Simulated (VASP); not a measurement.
# Al3B2N (R-3m) in VASP: a series of runs, part 3 of 4

VASP 6.6.1.

## 4. Single point, PBE

This run uses another cell than the first one, of 10.71 Å³/atom.

INCAR

```
PREC = Accurate
ENCUT = 520
EDIFF = 1E-7
ISMEAR = 0
SIGMA = 0.1
LREAL = F
LASPH = T
NELM = 60
ALGO = Normal
ISIF = 2
LWAVE = F
LCHARG = F
GGA = PE
NBANDS = 19
```

KPOINTS

```
regular mesh
0
Gamma
  12 12 12
```

POSCAR

```
Al3B2N
1.0
    2.7282481125      1.5751547822      2.4931247691
   -2.7282481125      1.5751547822      2.4931247691
    0.0000000000     -3.1503095644      2.4931247691
Al B N
3 2 1
Direct
    0.0000000000      0.5000000000      0.0000000000
    0.5000000000      0.0000000000      0.0000000000
    0.0000000000      0.0000000000      0.5000000000
    0.6092793389      0.6092793389      0.6092793389
    0.3907206611      0.3907206611      0.3907206611
    0.0000000000      0.0000000000      0.0000000000
```

Potentials or basis: VASP PAW PBE potentials, release 64 (Al, B, N).

Started as:

```bash
> cat potpaw_PBE.64/Al/POTCAR potpaw_PBE.64/B/POTCAR potpaw_PBE.64/N/POTCAR > POTCAR
> mpirun -np 1 vasp_std > vasp.out
```

OUTCAR:

```text
PREC = Accurate
   ENCUT = 520
   EDIFF = 1E-7
   ISMEAR = 0
   LREAL = F
   LASPH = T
   NELM = 60
   ISIF = 2
   GGA = PE

 ion  position               nearest neighbor table
   1  0.000  0.500  0.000-   6 2.01   6 2.01   4 2.30   5 2.30   2 2.73   2 2.73   3 2.73   3 2.73
                             3 2.95   3 2.95   2 2.95   2 2.95
   2  0.500  0.000  0.000-   6 2.01   6 2.01   4 2.30   5 2.30   1 2.73   1 2.73   3 2.73   3 2.73
                             3 2.95   3 2.95   1 2.95   1 2.95
   3  0.000  0.000  0.500-   6 2.01   6 2.01   4 2.30   5 2.30   2 2.73   1 2.73   1 2.73   2 2.73
                             1 2.95   1 2.95   2 2.95   2 2.95
   4  0.609  0.609  0.609-   5 1.63   2 2.30   1 2.30   3 2.30
   5  0.391  0.391  0.391-   4 1.63   2 2.30   1 2.30   3 2.30
   6  0.000  0.000  0.000-   1 2.01   2 2.01   1 2.01   2 2.01   3 2.01   3 2.01

  LATTYP: Found a trigonal (rhomboedric) cell.
 ALAT       =     4.0174770025
 COS(alpha) =     0.0776602544

  Lattice vectors:

 A1 = (   2.7282481125,   1.5751547822,   2.4931247691)
 A2 = (  -2.7282481125,   1.5751547822,   2.4931247691)
 A3 = (   0.0000000000,  -3.1503095644,   2.4931247691)

Analysis of symmetry for initial positions (statically):
=====================================================================
 Subroutine PRICEL returns:
 Original cell was already a primitive cell.

 Routine SETGRP: Setting up the symmetry group for a
 trigonal (rhombohedral) supercell.

 Subroutine GETGRP returns: Found 12 space group operations
 (whereof 12 operations were pure point group operations)
 out of a pool of 12 trial point group operations.

The static configuration has the point symmetry D_3d.

Analysis of symmetry for dynamics (positions and initial velocities):
=====================================================================
 Subroutine PRICEL returns:
 Original cell was already a primitive cell.

 Routine SETGRP: Setting up the symmetry group for a
 trigonal (rhombohedral) supercell.

 Subroutine GETGRP returns: Found 12 space group operations
 (whereof 12 operations were pure point group operations)
 out of a pool of 12 trial point group operations.

The dynamic configuration has the point symmetry D_3d.

 Subroutine INISYM returns: Found 12 space group operations
 (whereof 12 operations are pure point group operations),
 and found     1 'primitive' translations

----------------------------------------------------------------------------------------

                                     Primitive cell

  volume of cell :      64.2839

  direct lattice vectors                    reciprocal lattice vectors
     2.728248113  1.575154782  2.493124769     0.183267789  0.105809707  0.133701023
    -2.728248113  1.575154782  2.493124769    -0.183267789  0.105809707  0.133701023
     0.000000000 -3.150309564  2.493124769     0.000000000 -0.211619415  0.133701023

  length of vectors
     4.017477002  4.017477002  4.017477003     0.250317280  0.250317280  0.250317280

  position of ions in fractional coordinates (direct lattice)
     1.000000000  0.500000000  0.000000000
     0.500000000  1.000000000  0.000000000
     0.000000000  0.000000000  0.500000000
     0.609279339  0.609279339  0.609279339
     0.390720661  0.390720661  0.390720661
     0.000000000  0.000000000  0.000000000

[... 40 lines left out ...]
  0.250000  0.000000  0.000000      6.000000
  0.333333 -0.000000  0.000000      6.000000
  0.416667 -0.000000  0.000000      6.000000
[... 16 lines left out ...]
  0.500000  0.166667 -0.000000     12.000000
 -0.416667  0.166667 -0.000000     12.000000
 [... further k-points ...]
   k-points           NKPTS =    189   k-points in BZ     NKDIM =    189   number of bands    NBANDS=     19
   number of dos      NEDOS =    301   number of ions     NIONS =      6
   total plane-waves  NPLWV =  27000
   dimension x,y,z NGX =    30 NGY =   30 NGZ =   30
   dimension x,y,z NGXF=    60 NGYF=   60 NGZF=   60
   ions per type =               3   2   1
   NGX,Y,Z   is equivalent  to a cutoff of  12.41, 12.41, 12.41 a.u.
   NGXF,Y,Z  is equivalent  to a cutoff of  24.83, 24.83, 24.83 a.u.
 SYSTEM =  unknown system
   PREC   = accura    normal or accurate (medium, high low for compatibility)
   ISTART =      0    job   : 0-new  1-cont  2-samecut
   ICHARG =      2    charge: 1-file 2-atom 10-const
   ISPIN  =      1    spin polarized calculation?
   LNONCOLLINEAR =      F non collinear calculations
   LSORBIT =      F    spin-orbit coupling
   LASPH  =      T    aspherical Exc in radial PAW
   ENCUT  =  520.0 eV  38.22 Ry    6.18 a.u.   7.47  7.47  7.47*2*pi/ulx,y,z
   NELM   =     60;   NELMIN=  2; NELMDL= -5     # of ELM steps
   EDIFF  = 0.1E-06   stopping-criterion for ELM
   LREAL  =      F    real-space projection
   EDIFFG = 0.1E-05   stopping-criterion for IOM
   NSW    =      0    number of steps for IOM
   IBRION =     -1    ionic relax: 0-MD 1-quasi-New 2-CG
   NFREE  =      0    steps in history (QN), initial steepest desc. (CG)
   ISIF   =      2    stress and relaxation
   ISYM   =      2    0-nonsym 1-usesym 2-fastsym
   POTIM  = 0.5000    time-step for ionic-motion
   TEBEG  =    0.0;   TEEND  =   0.0 temperature during run
   PSTRESS=    0.0 pullay stress
   NELECT =      20.0000    total number of electrons
   NUPDOWN=      -1.0000    fix difference up-down
   EMIN   =  10.00;   EMAX   =-10.00  energy-range for DOS
   EFERMI =   0.00;   METHOD = LEGACY
   ISMEAR =     0;   SIGMA  =   0.10  broadening in eV -4-tet -1-fermi 0-gaus
   EFERMI_NEDOS =   21; number of points for ismear=-14 and -15
   IALGO  =     38    algorithm
   IMIX   =      4    mixing-type and parameters
     AMIX     =   0.40;   BMIX     =  1.00
     AMIX_MAG =   1.60;   BMIX_MAG =  1.00
  volume/ion in A,a.u.               =      10.71        72.30
  Fermi-wavevector in a.u.,A,eV,Ry     =   1.109304  2.096281 16.742732  1.230556
  Thomas-Fermi vector in A             =   2.245842
   LORBIT       =      0    0 simple, 1 ext, 2 COOP (PROOUT), +10 PAW based schemes
   GGA     = PE    functional components
   LHFCALC =     F    Hartree Fock is set to
   AEXX    =    0.0000 exact exchange contribution
   IVDW    =     0    specifies the selected vdW correction
   LEPSILON=     F    determine dielectric tensor
   LRPA    =     F    only Hartree local field effects (RPA)
 non-spin polarized calculation
 Gauss-broadening in eV      SIGMA  =   0.10
  energy-cutoff  :      520.00
  volume of cell :       64.28
 maximum number of plane-waves:      1761
 NGX is ok and might be reduce to    30
   NGX = 15   NGY = 15   NGZ = 15

 number of electron      19.9999997 magnetization

 Free energy of the ion-electron system (eV)
  ---------------------------------------------------
  ext. energy  EPLUGINS =         0.00000000
  ---------------------------------------------------
  free energy    TOTEN  =       -31.94972313 eV

  energy without entropy =      -31.94278977  energy(sigma->0) =      -31.94625645

 E-fermi :   8.8962     XC(G=0): -11.1193

 val. band max:        8.8860030123   @ k =   0.5000   0.0833   0.0000
 cond. band min:       8.9094325609   @ k =   0.4167   0.1667   0.0000
 fundamental gap:      0.0234295486
 Fermi energy:         8.8962173359

 k-point     1 :       0.0000    0.0000    0.0000
  band No.  band energies     occupation
      1      -8.8338      2.00000
      2      -1.6791      2.00000
      3       0.8772      2.00000
      4       1.7902      2.00000
      5       1.7902      2.00000
      6       5.3285      2.00000
[... 505 lines left out ...]
      6       3.0473      2.00000
[... 11 lines left out ...]
     18      15.9031      0.00000
     19      16.3508      0.00000

 [... further k-points ...]

------------------------ aborting loop because EDIFF is reached ----------------------------------------

  FORCE on cell =-STRESS in cart. coord.  units (eV):
  Direction    XX          YY          ZZ          XY          YZ          ZX
  --------------------------------------------------------------------------------------
  -------------------------------------------------------------------------------------
  Total       -0.0519132     -0.0519132     -0.0074625      0.0000000     -0.0000000      0.0000000
  in kB       -1.2938570     -1.2938570     -0.1859907      0.0000000     -0.0000000      0.0000000
  external PRESSURE =      -0.9245682 kB  Pullay stress =       0.0000000 kB

 VOLUME and BASIS-vectors are now :
 -----------------------------------------------------------------------------
  energy-cutoff  :      520.00
  volume of cell :       64.28
      direct lattice vectors                 reciprocal lattice vectors
     2.728248113  1.575154782  2.493124769     0.183267789  0.105809707  0.133701023
    -2.728248113  1.575154782  2.493124769    -0.183267789  0.105809707  0.133701023
     0.000000000 -3.150309564  2.493124769     0.000000000 -0.211619415  0.133701023

 POSITION                                       TOTAL-FORCE (eV/Angst)
 -----------------------------------------------------------------------------------
     -1.36412      0.78758      1.24656         0.000000      0.000000      0.000000
      1.36412      0.78758      1.24656         0.000000      0.000000      0.000000
      0.00000     -1.57515      1.24656         0.000000      0.000000      0.000000
      0.00000      0.00000      4.55703         0.000000      0.000000      0.009726
      0.00000      0.00000      2.92235         0.000000     -0.000000     -0.009726
      0.00000      0.00000      0.00000        -0.000000      0.000000      0.000000
 -----------------------------------------------------------------------------------
    total drift:                                0.000000     -0.000000      0.000000

  FREE ENERGIE OF THE ION-ELECTRON SYSTEM (eV)
  ---------------------------------------------------
  free  energy   TOTEN  =       -31.9497231279 eV

  energy  without entropy=      -31.9427897748  energy(sigma->0) =      -31.94625645
```

OSZICAR:

```text
N       E                     dE             d eps       ncg     rms          rms(c)
DAV:   1     0.333188462917E+02    0.33319E+02   -0.83181E+03  7182   0.917E+02
DAV:   2    -0.321625548198E+02   -0.65481E+02   -0.62465E+02  9407   0.152E+02
DAV:   3    -0.357324633233E+02   -0.35699E+01   -0.35356E+01  9311   0.345E+01
DAV:   4    -0.357589351702E+02   -0.26472E-01   -0.26457E-01  9169   0.329E+00
DAV:   5    -0.357591796649E+02   -0.24449E-03   -0.24449E-03  9008   0.334E-01    0.100E+01
DAV:   6    -0.321365219719E+02    0.36227E+01   -0.91243E+00  8986   0.191E+01    0.369E+00
DAV:   7    -0.319851723567E+02    0.15135E+00   -0.10939E+00  8611   0.671E+00    0.214E+00
DAV:   8    -0.319587321834E+02    0.26440E-01   -0.77301E-02  8342   0.164E+00    0.101E+00
DAV:   9    -0.319500867229E+02    0.86455E-02   -0.13532E-02  9153   0.852E-01    0.166E-01
DAV:  10    -0.319497164146E+02    0.37031E-03   -0.26821E-03  9111   0.440E-01    0.661E-02
DAV:  11    -0.319497321193E+02   -0.15705E-04   -0.44608E-04  8219   0.140E-01    0.417E-02
DAV:  12    -0.319497229004E+02    0.92189E-05   -0.72081E-05  9023   0.547E-02    0.163E-02
DAV:  13    -0.319497235920E+02   -0.69164E-06   -0.10710E-05  8397   0.242E-02    0.389E-03
DAV:  14    -0.319497230778E+02    0.51420E-06   -0.12296E-06  8517   0.884E-03    0.125E-03
DAV:  15    -0.319497231279E+02   -0.50110E-07   -0.19073E-07  5939   0.284E-03
   1 F= -.31949723E+02 E0= -.31946256E+02  d E =-.693335E-02
```

stdout:

```text
POSCAR found type information on POSCAR AlB N
 POSCAR found :  3 types and       6 ions
 scaLAPACK will be used
 LDA part: xc-table for (Slater+PW92), standard interpolation
 POSCAR, INCAR and KPOINTS ok, starting setup
 FFT: planning ... GRIDC
 FFT: planning ... GRID_SOFT
 FFT: planning ... GRID
 WAVECAR not read
 entering main loop
```

Run time: 6.7 min. Hardware: 1 thread of Intel Xeon 8259CL, shared host; peak memory 0.32 GiB.

What came out:

- Free energy: -31.9497 eV
- Pressure: -0.1 GPa
- Largest force: 0.010 eV/Å
- Band gap on the k mesh: zero (bands 10 and 11 overlap by 2.37 eV)

Forces on the atoms (eV/Å):
```
Al   0.000  0.000  0.000
Al   0.000  0.000  0.000
Al   0.000  0.000  0.000
B    0.000  0.000  0.010
B    0.000  0.000 -0.010
N    0.000  0.000  0.000
```

Stress tensor (GPa, compression positive):
```
-0.13  0.00  0.00
 0.00 -0.13  0.00
 0.00  0.00 -0.02
```

Levels at points of the mesh, in eV from the Fermi level:
```
           k point  band 8  band 9  band 10  band 11  band 12  band 13
(0.00, 0.00, 0.00)   -3.03   -3.01    -1.22    -1.22     3.59     3.62
(0.50, 0.00, 0.00)   -2.32   -2.04    -1.55    -0.09     1.31     3.80
(0.50, 0.50, 0.00)   -3.03   -2.13    -1.56     0.31     1.16     3.37
(0.50, 0.50, 0.50)   -5.82   -1.74     1.15     1.15     4.19     4.71
```

(Part 3 of 4 ends here.)
